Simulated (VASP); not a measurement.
Set up this calculation in VASP 6.6.1, as the native input.

```
Task                   : single point
Functional             : LDA
Potentials or basis    : VASP PAW LDA potentials, release 64 (Li_sv, Ti_sv)
Cutoff                 : 520 eV
k mesh                 : 8 × 12 × 12
Occupations            : methfessel-paxton, width 0.05 eV
Spin                   : no spin polarisation
Dipole correction      : no
Further INCAR settings : ALGO = Normal; EDIFF = 1e-06; NBANDS = 23
```

The structure of LiTi lies in POSCAR:

```
LiTi
1.0
    5.0333799119      0.0000000000      0.0000000000
    0.0000000000      3.5331426577      0.0000000000
    0.0000000000      0.0000000000      3.5331426577
Li Ti
2 2
Direct
    0.0000000000      0.0000000000      0.0000000000
    0.0000000000      0.5000000000      0.5000000000
    0.5000000000      0.0000000000      0.5000000000
    0.5000000000      0.5000000000      0.0000000000
```

These files were run (other wordings do the same):

INCAR

```
PREC = Accurate ; ENCUT = 520
EDIFF = 1E-6 ; ISMEAR = 1
SIGMA = 0.05 ; LREAL = F
LASPH = T ; NELM = 100
ALGO = Normal ; ISIF = 2
LWAVE = F ; LCHARG = F
GGA = CA ; NBANDS = 23
```

KPOINTS

```
Automatic mesh
0
Gamma
  8 12 12
```

Potentials or basis: VASP PAW LDA potentials, release 64 (Li_sv, Ti_sv).

The run is started by

```console
$ cat potpaw_LDA.64/Li_sv/POTCAR potpaw_LDA.64/Ti_sv/POTCAR > POTCAR
$ mpirun -np 1 vasp_std > vasp.out
```

Results of the run:

* Band gap on the k mesh: zero (bands 15 and 16 overlap by 1.36 eV)

It took 71 s on 1 thread of Intel(R) Xeon(R) 6975P-C (Granite Rapids), on a shared host, peak memory 0.27 GiB.
